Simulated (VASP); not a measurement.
Set up this calculation in VASP 6.6.1, as the native input.

```yaml
Task: single point
Functional: PBE
Potentials_or_basis: VASP PAW PBE potentials, release 64 (Si, Ge_d, Ir)
Cutoff: 520 eV
k_mesh: 6 × 6 × 4
Occupations: gaussian, width 0.1 eV
Spin: no spin polarisation
Dipole_correction: no
Further_INCAR_settings: LREAL = Auto; ALGO = Normal; EDIFF = 1e-06; NBANDS = 80
```

The structure of Si2Ge2Ir lies in POSCAR:

```
Si2Ge2Ir
1.0
    6.0143500889      0.0000000000      0.0000000000
   -3.0071750444      5.2085799643      0.0000000000
    0.0000000000      0.0000000000      8.1226348784
Si Ge Ir
6 6 3
Direct
    0.2371025759      0.6759405099      0.1192936390
    0.5611620660      0.3240594901      0.5473730277
    0.7628974241      0.4388379340      0.2140396943
    0.4388379340      0.7628974241      0.7859603057
    0.6759405099      0.2371025759      0.8807063610
    0.3240594901      0.5611620660      0.4526269723
    0.2352132247      0.2361806834      0.2172312772
    0.9990325414      0.7638193166      0.4494353895
    0.0009674586      0.7647867753      0.8838979438
    0.7647867753      0.0009674586      0.1161020562
    0.2361806834      0.2352132247      0.7827687228
    0.7638193166      0.9990325414      0.5505646105
    0.4570868495      0.0000000000      0.3333333333
    0.5429131505      0.5429131505      0.0000000000
    0.0000000000      0.4570868495      0.6666666667
```

These files were run (other wordings do the same):

INCAR

```
PREC = Accurate ; ENCUT = 520
EDIFF = 1E-6 ; ISMEAR = 0
SIGMA = 0.1 ; LREAL = Auto
LASPH = T ; NELM = 80
ALGO = Normal ; ISIF = 2
LWAVE = F ; LCHARG = T
GGA = PE ; LELF = T
LVHAR = T ; NBANDS = 80
```

KPOINTS

```
Automatic mesh
0
Gamma
  6 6 4
```

Potentials or basis: VASP PAW PBE potentials, release 64 (Si, Ge_d, Ir).

Command:

```console
$ cat potpaw_PBE.64/Si/POTCAR potpaw_PBE.64/Ge_d/POTCAR potpaw_PBE.64/Ir/POTCAR > POTCAR
$ mpirun -np 1 vasp_std > vasp.out
```

Results of the run:

```
Pressure               : 0.1 GPa
Largest force          : 0.017 eV/Å
Band gap on the k mesh : zero (an odd number of electrons rules out a gap without spin polarisation)
```

Caveat: spin-orbit coupling is left out, which moves the levels of the heavy elements; an odd number of electrons without spin polarisation forces a metal; a magnetic or distorted state may lie lower.

Run time: 31 min on 1 thread of Intel Xeon 8259CL (shared host), peak memory 0.56 GiB.
